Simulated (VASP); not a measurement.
# Tc (Fm-3m) in VASP: settings compared

Tc is run at these levels: BLYP, LDA; tasks: single point, relaxation of cell and atoms.

Everything below comes from runs of VASP 6.6.1. Logs are shortened: lines on timing, memory, paths and dates and some standing lists are left out, and cuts for length are marked.

## (1) The cell of the first run

Symmetry: Fm-3m, No. 225, cubic system. The conventional cell has a = 3.926 Å, b = 3.926 Å, c = 3.926 Å, α = 90.00°, β = 90.00°, γ = 90.00°. Tc (site symmetry m-3m) has 12 Tc at 2.78 Å within 3.7 Å.

## (2) Single point, BLYP

The input, INCAR:

```
SYSTEM = Tc
PREC = Accurate
ENCUT = 520
EDIFF = 1E-6
ISMEAR = -1
SIGMA = 0.05
LREAL = .FALSE.
LASPH = .TRUE.
NELM = 60
ALGO = Normal
ISIF = 2
LWAVE = .FALSE.
LCHARG = .FALSE.
GGA = B5
ALDAX = 1.0
AGGAX = 1.0
AGGAC = 1.0
ALDAC = 0.0
NBANDS = 12
```

The input, KPOINTS:

```
Automatic mesh
0
G
  12 12 12
  0 0 0
```

The input, POSCAR:

```
Tc
1.0
    0.0000000000      1.9631764987      1.9631764987
    1.9631764987      0.0000000000      1.9631764987
    1.9631764987      1.9631764987      0.0000000000
Tc
1
Direct
    0.0000000000      0.0000000000      0.0000000000
```

Potentials or basis: VASP PAW PBE potentials, release 64 (Tc_pv).

On the command line:

```console
$ cat potpaw_PBE.64/Tc_pv/POTCAR > POTCAR
$ mpirun -np 1 vasp_std > vasp.out
```

OUTCAR:

```text
SYSTEM = Tc
   PREC = Accurate
   ENCUT = 520
   EDIFF = 1E-6
   ISMEAR = -1
   LREAL = .FALSE.
   LASPH = .TRUE.
   NELM = 60
   ISIF = 2
   GGA = B5

 ion  position               nearest neighbor table
   1  0.000  0.000  0.000-

  LATTYP: Found a face centered cubic cell.
 ALAT       =     3.9263529974

  Lattice vectors:

 A1 = (   0.0000000000,   1.9631764987,   1.9631764987)
 A2 = (   1.9631764987,   0.0000000000,   1.9631764987)
 A3 = (   1.9631764987,   1.9631764987,   0.0000000000)

Analysis of symmetry for initial positions (statically):
=====================================================================
 Subroutine PRICEL returns:
 Original cell was already a primitive cell.

 Routine SETGRP: Setting up the symmetry group for a
 face centered cubic supercell.

 Subroutine GETGRP returns: Found 48 space group operations
 (whereof 48 operations were pure point group operations)
 out of a pool of 48 trial point group operations.

The static configuration has the point symmetry O_h .

Analysis of symmetry for dynamics (positions and initial velocities):
=====================================================================
 Subroutine PRICEL returns:
 Original cell was already a primitive cell.

 Routine SETGRP: Setting up the symmetry group for a
 face centered cubic supercell.

 Subroutine GETGRP returns: Found 48 space group operations
 (whereof 48 operations were pure point group operations)
 out of a pool of 48 trial point group operations.

The dynamic configuration has the point symmetry O_h .

 Subroutine INISYM returns: Found 48 space group operations
 (whereof 48 operations are pure point group operations),
 and found     1 'primitive' translations

----------------------------------------------------------------------------------------

                                     Primitive cell

  volume of cell :      15.1324

  direct lattice vectors                    reciprocal lattice vectors
     0.000000000  1.963176499  1.963176499    -0.254689275  0.254689275  0.254689275
     1.963176499  0.000000000  1.963176499     0.254689275 -0.254689275  0.254689275
     1.963176499  1.963176499  0.000000000     0.254689275  0.254689275 -0.254689275

  length of vectors
     2.776350830  2.776350830  2.776350830     0.441134765  0.441134765  0.441134765

  position of ions in fractional coordinates (direct lattice)
     0.000000000  0.000000000  0.000000000

  ion indices of the primitive-cell ions
   primitive index   ion index
                 1           1

[... 79 lines left out ...]
   POTIM  = 0.5000    time-step for ionic-motion
   TEBEG  =    0.0;   TEEND  =   0.0 temperature during run
   PSTRESS=    0.0 pullay stress
   NELECT =      13.0000    total number of electrons
   NUPDOWN=      -1.0000    fix difference up-down
   EMIN   =  10.00;   EMAX   =-10.00  energy-range for DOS
   EFERMI =   0.00;   METHOD = LEGACY
   ISMEAR =    -1;   SIGMA  =   0.05  broadening in eV -4-tet -1-fermi 0-gaus
   EFERMI_NEDOS =   21; number of points for ismear=-14 and -15
   IALGO  =     38    algorithm
   IMIX   =      4    mixing-type and parameters
     AMIX     =   0.40;   BMIX     =  1.00
     AMIX_MAG =   1.60;   BMIX_MAG =  1.00
  volume/ion in A,a.u.               =      15.13       102.12
  Fermi-wavevector in a.u.,A,eV,Ry     =   1.556276  2.940935 32.953240  2.421995
  Thomas-Fermi vector in A             =   2.660095
   LORBIT       =      0    0 simple, 1 ext, 2 COOP (PROOUT), +10 PAW based schemes
   GGA     = B5    functional components
   LHFCALC =     F    Hartree Fock is set to
   AEXX    =    0.0000 exact exchange contribution
   IVDW    =     0    specifies the selected vdW correction
   LEPSILON=     F    determine dielectric tensor
   LRPA    =     F    only Hartree local field effects (RPA)
 non-spin polarized calculation
  energy-cutoff  :      520.00
  volume of cell :       15.13
 maximum number of plane-waves:       419
 NGX is ok and might be reduce to    24
   NGX = 11   NGY = 11   NGZ = 11

 number of electron      13.0000001 magnetization

 Free energy of the ion-electron system (eV)
  ---------------------------------------------------
  ext. energy  EPLUGINS =         0.00000000
  ---------------------------------------------------
  free energy    TOTEN  =        -8.88581007 eV

  energy without entropy =       -8.87511078  energy(sigma->0) =       -8.88046042

 E-fermi :  12.4873     XC(G=0): -12.8129

 val. band max:       12.4553765948   @ k =   0.5000   0.2500   0.0000
 cond. band min:      12.5065333976   @ k =  -0.2500   0.3333   0.0833
 fundamental gap:      0.0511568028
 Fermi energy:        12.4873385006

 k-point     1 :       0.0000    0.0000    0.0000
  band No.  band energies     occupation
      1     -25.8663      2.00000
      2     -25.8663      2.00000
      3     -25.8663      2.00000
      4       5.3928      2.00000
      5      10.7479      2.00000
      6      10.7479      2.00000
      7      10.7479      2.00000
      8      13.1612      0.00000
      9      13.1612      0.00000
     10      26.7025      0.00000
     11      31.9819      0.00000
     12      31.9819      0.00000
[... 331 lines left out ...]
 k-point    24 :      -0.4167    0.1667    0.0000
  band No.  band energies     occupation
      1     -26.8413      2.00000
      2     -26.2079      2.00000
      3     -26.0497      2.00000
      4       8.0808      2.00000
      5       9.8779      2.00000
      6      11.3631      2.00000
      7      11.6814      2.00000
      8      14.6388      0.00000
      9      17.9717      0.00000
     10      22.4231      0.00000
     11      27.8329      0.00000
     12      30.4778      0.00000

 [... further k-points ...]

------------------------ aborting loop because EDIFF is reached ----------------------------------------

  FORCE on cell =-STRESS in cart. coord.  units (eV):
  Direction    XX          YY          ZZ          XY          YZ          ZX
  --------------------------------------------------------------------------------------
  -------------------------------------------------------------------------------------
  Total       -0.0009123     -0.0009123     -0.0009123      0.0000000     -0.0000000      0.0000000
  in kB       -0.0965877     -0.0965877     -0.0965877      0.0000000     -0.0000000      0.0000000
  external PRESSURE =      -0.0965877 kB  Pullay stress =       0.0000000 kB

 VOLUME and BASIS-vectors are now :
 -----------------------------------------------------------------------------
  energy-cutoff  :      520.00
  volume of cell :       15.13
      direct lattice vectors                 reciprocal lattice vectors
     0.000000000  1.963176499  1.963176499    -0.254689275  0.254689275  0.254689275
     1.963176499  0.000000000  1.963176499     0.254689275 -0.254689275  0.254689275
     1.963176499  1.963176499  0.000000000     0.254689275  0.254689275 -0.254689275

 POSITION                                       TOTAL-FORCE (eV/Angst)
 -----------------------------------------------------------------------------------
      0.00000      0.00000      0.00000         0.000000      0.000000     -0.000000
 -----------------------------------------------------------------------------------
    total drift:                               -0.000000      0.000000      0.000000

  FREE ENERGIE OF THE ION-ELECTRON SYSTEM (eV)
  ---------------------------------------------------
  free  energy   TOTEN  =        -8.8858100673 eV

  energy  without entropy=       -8.8751107814  energy(sigma->0) =       -8.88046042
```

OSZICAR:

```text
N       E                     dE             d eps       ncg     rms          rms(c)
DAV:   1     0.122472822271E+03    0.12247E+03   -0.78619E+03  1736   0.104E+03
DAV:   2    -0.769542323448E+01   -0.13017E+03   -0.12603E+03  1900   0.313E+02
DAV:   3    -0.955116424816E+01   -0.18557E+01   -0.18519E+01  1868   0.433E+01
DAV:   4    -0.955869341425E+01   -0.75292E-02   -0.75289E-02  1920   0.308E+00
DAV:   5    -0.955875162820E+01   -0.58214E-04   -0.58212E-04  1904   0.259E-01    0.148E+01
DAV:   6    -0.894582795845E+01    0.61292E+00   -0.88179E-01  1768   0.123E+01    0.423E+00
DAV:   7    -0.888997453719E+01    0.55853E-01   -0.99317E-02  1904   0.397E+00    0.670E-01
DAV:   8    -0.888583757472E+01    0.41370E-02   -0.41425E-03  1736   0.754E-01    0.212E-02
DAV:   9    -0.888581306877E+01    0.24506E-04   -0.33808E-05  2028   0.757E-02    0.107E-02
DAV:  10    -0.888580977508E+01    0.32937E-05   -0.53244E-06  1776   0.307E-02    0.120E-03
DAV:  11    -0.888581006725E+01   -0.29218E-06   -0.11403E-07  1064   0.450E-03
   1 F= -.88858101E+01 E0= -.88804604E+01  d E =-.106993E-01
```

stdout:

```text
POSCAR found type information on POSCAR Tc
 POSCAR found :  1 types and       1 ions
 scaLAPACK will be used
 -----------------------------------------------------------------------------
|                                                                             |
|                                                                             |
|     You enforced a specific xc type in the INCAR file but a different       |
|     I HOPE YOU KNOW WHAT YOU ARE DOING!                                     |
|                                                                             |
 -----------------------------------------------------------------------------

 LDA part: xc-table for (Slater(with rela. corr.)+VWN5), standard interpolation
 POSCAR, INCAR and KPOINTS ok, starting setup
 FFT: planning ... GRIDC
 FFT: planning ... GRID_SOFT
 FFT: planning ... GRID
 WAVECAR not read
 entering main loop
```

It took 13 s on 1 thread of Intel Xeon Platinum 8375C at 2.90GHz (Ice Lake), shared host; peak memory 0.14 GiB.

What came out:

| Item | Value |
| --- | --- |
| Free energy | -8.8858 eV |
| Pressure | 0.0 GPa |

Caveat: the PAW data sets were made with another functional, which shifts forces and pressure a little.

## (3) Relaxation of cell and atoms, LDA

This run uses another cell than the first one, of 14.83 Å³/atom, 0.980 times its volume.

The input, INCAR:

```
PREC = Accurate
ENCUT = 600
EDIFF = 1E-6
ISMEAR = -1
SIGMA = 0.05
LREAL = False
LASPH = True
NELM = 100
ALGO = Normal
ISIF = 3
LWAVE = False
LCHARG = False
GGA = CA
IBRION = 2
NSW = 80
EDIFFG = -0.01
```

The input, KPOINTS:

```
regular mesh
0
Gamma
  9 9 9
```

The input, POSCAR:

```
Tc
1.0
    0.0000000000      1.9500000000      1.9500000000
    1.9500000000      0.0000000000      1.9500000000
    1.9500000000      1.9500000000      0.0000000000
Tc
1
Direct
    0.0000000000      0.0000000000      0.0000000000
```

Potentials or basis: VASP PAW LDA potentials, release 64 (Tc_pv).

On the command line:

```console
$ cat potpaw_LDA.64/Tc_pv/POTCAR > POTCAR
$ mpirun -np 1 vasp_std > vasp.out
```

Wall time 16 s (1 thread of Intel Xeon Platinum 8375C at 2.90GHz (Ice Lake), shared host); peak memory 0.14 GiB.

It converged, with:

```
Free energy                            : -11.6522 eV
Relaxed volume                         : 13.85 Å³/atom
Relaxed cell                           : a = 2.695 Å, b = 2.695 Å, c = 2.695 Å, α = 60.00°, β = 60.00°, γ = 60.00°
Space group after relaxing (to 0.05 Å) : Fm-3m (No. 225)
Energy gained by relaxing              : 65.4 meV/atom
Ionic steps                            : 5
Pressure after relaxing                : 0.0 GPa
```

Step by step:
```csv
step,energy change (eV),largest force (eV/Å),pressure (GPa),volume (Å³)
1,0.0000,0.0000,-20.02,14.83
2,0.7144,0.0000,114.11,11.20
3,-0.0649,0.0000,-1.93,13.93
4,-0.0654,0.0000,-0.46,13.87
5,-0.0654,0.0000,-0.05,13.85
```

Final structure:
```xyz
1
Lattice="0.0000 1.9060 1.9060 1.9060 0.0000 1.9060 1.9060 1.9060 0.0000" Properties=species:S:1:pos:R:3 pbc="T T T"
Tc    0.0000    0.0000    0.0000
```

Levels at points of the mesh, in eV from the Fermi level:
```tsv
k point	band 5	band 6	band 7	band 8	band 9	band 10
(0.00, 0.00, 0.00)	-1.96	-1.96	-1.96	0.81	0.81	13.95
```

LDA usually gives volumes a few per cent too small. Zero-point motion and thermal expansion aren't in these numbers.

## (4) Relaxation of cell and atoms, LDA

This run uses another cell than the first one, of 14.83 Å³/atom, 0.980 times its volume.

The input, INCAR:

```
SYSTEM = Tc
  PREC = Accurate
  ENCUT = 600
  EDIFF = 1E-6
  ISMEAR = -1
  SIGMA = 0.05
  LREAL = .False.
  LASPH = .True.
  NELM = 100
  ALGO = Normal
  ISIF = 3
  LWAVE = .False.
  LCHARG = .False.
  GGA = CA
  IBRION = 2
  NSW = 80
  EDIFFG = -0.01
```

The input, KPOINTS:

```
regular mesh
0
Gamma
  12 12 12
  0 0 0
```

POSCAR is that of step 3.

On the command line:

```console
$ cat potpaw_LDA.64/Tc_pv/POTCAR > POTCAR
$ mpirun -np 1 vasp_std > vasp.out
```

It took 27 s on 1 thread of Intel Xeon Platinum 8375C at 2.90GHz (Ice Lake), shared host; peak memory 0.14 GiB.

It converged, with:

| Item | Value |
| --- | --- |
| Free energy | -11.6598 eV |
| Relaxed volume | 13.84 Å³/atom |
| Relaxed cell | a = 2.695 Å, b = 2.695 Å, c = 2.695 Å, α = 60.00°, β = 60.00°, γ = 60.00° |
| Space group after relaxing (to 0.05 Å) | Fm-3m (No. 225) |
| Energy gained by relaxing | 65.8 meV/atom |
| Ionic steps | 5 |
| Pressure after relaxing | -0.1 GPa |

Step by step:
```tsv
step	energy change (eV)	largest force (eV/Å)	pressure (GPa)	volume (Å³)
1	0.0000	0.0000	-20.07	14.83
2	0.7259	0.0000	115.35	11.19
3	-0.0652	0.0000	-2.11	13.93
4	-0.0658	0.0000	-0.52	13.87
5	-0.0658	0.0000	-0.05	13.84
```

Final structure:
```
Tc
1.0
     0.00000    1.90582    1.90582
     1.90582    0.00000    1.90582
     1.90582    1.90582    0.00000
Tc
1
Cartesian
  0.0000 0.0000 0.0000
```

Levels at points of the mesh, in eV from the Fermi level:
```tsv
k point	band 4	band 5	band 6	band 7	band 8	band 9	band 10
(0.00, 0.00, 0.00)	-7.71	-1.96	-1.96	-1.96	0.81	0.81	13.94
(0.50, 0.00, 0.00)	-5.85	-2.15	-2.15	1.34	3.00	3.00	11.28
(0.50, 0.50, 0.00)	-6.31	-5.69	2.93	3.62	3.62	4.03	13.25
```

## (5) The runs side by side

| task | level | potentials or basis | cell | k mesh | cutoff (eV) | gap on the mesh (eV) | pressure (GPa) | relaxed volume (Å³/atom) |
| --- | --- | --- | --- | --- | --- | --- | --- | --- |
| single point | BLYP | VASP PAW PBE potentials, release 64 (Tc_pv) | a = 2.776 Å, angles 60.0°, 1 atom | 12 × 12 × 12 | 520 | none | 0.0 | - |
| relaxation of cell and atoms | LDA | VASP PAW LDA potentials, release 64 (Tc_pv) | relaxed from a = 2.758 Å, angles 60.0°, 1 atom | 9 × 9 × 9 | 600 | none | 0.0 | 13.85 |
| relaxation of cell and atoms | LDA | VASP PAW LDA potentials, release 64 (Tc_pv) | relaxed from a = 2.758 Å, angles 60.0°, 1 atom | 12 × 12 × 12 | 600 | none | -0.1 | 13.84 |

Alike in all rows: no spin polarisation; smearing fermi-dirac 0.05 eV.

Caveats: the PAW data sets were made with another functional, which shifts forces and pressure a little (some runs).

Absolute energies hang on the potentials; compare differences alone.
